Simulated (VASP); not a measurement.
A run of VASP 6.6.1 is set up as follows.

INCAR

```
PREC = Accurate
ENCUT = 500
EDIFF = 1E-6
ISMEAR = 0
SIGMA = 0.01
LREAL = False
LASPH = True
NELM = 120
ALGO = Normal
ISIF = 2
LWAVE = False
LCHARG = False
NBANDS = 17
GGA_COMPAT = False
```

KPOINTS

```
regular mesh
0
Gamma
  6 6 6
```

POSCAR

```
PbS
1.0
    0.0000000000      2.9657500000      2.9657500000
    2.9657500000      0.0000000000      2.9657500000
    2.9657500000      2.9657500000      0.0000000000
Pb S
1 1
Direct
    0.0000000000      0.0000000000      0.0000000000
    0.5000000000      0.5000000000      0.5000000000
```

Potentials or basis: VASP PAW LDA potentials, release 64 (Pb_d, S).

The run is started by

```bash
$ cat potpaw_LDA.64/Pb_d/POTCAR potpaw_LDA.64/S/POTCAR > POTCAR
$ mpirun -np 1 vasp_std > vasp.out
```

(1) Estimate the band gap on the k mesh.

(2) Estimate the pressure.

Answers

(1) 0.21 eV, direct.

(2) -2.6 GPa.

Caveat: spin-orbit coupling is left out, which moves the levels of the heavy elements.
